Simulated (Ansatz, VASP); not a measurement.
# Two plane-wave programs on LiW

```
CELL_PARAMETERS angstrom
2.70158 0.00000 0.00000
-1.35079 2.33964 0.00000
0.00000 0.00000 4.98639
ATOMIC_POSITIONS crystal
Li 0.33333 0.66667 0.00000
W 0.66667 0.33333 0.50000
```

Change from the starting cell: species swapped into the IrOs type (P-6m2, No. 187).

Alike in both runs: functional PBE; k mesh 6 × 6 × 4; occupations gaussian, width 0.1 eV; no spin polarisation.

Ansatz relaxed the structure, and its values are those at the end. VASP's run is a single point on that final structure, the one shown.

|  | VASP | Ansatz |
| --- | --- | --- |
| version | VASP 6.6.1 | Ansatz 0.2.0 |
| potentials or method | VASP PAW PBE potentials, release 64 (Li_sv, W_sv), cutoff 750 eV | scalar-relativistic, plane waves, PAW |
| valence electrons in the cell | 17 | 17 |

Ansatz gave:

- gap on the k mesh at the Fermi level (eV): none
- pressure (GPa): 0.1

Q: Which values does VASP return?

A: gap on the k mesh at the Fermi level (eV): none; pressure (GPa): 0.3.

A gap of «none» marks a metal or a gap that the smearing closes. With one functional, cell and mesh, what is left measures potentials, basis and numerics.

The k mesh is coarse, so the values compare programs but aren't converged. Spin-orbit coupling is off throughout.
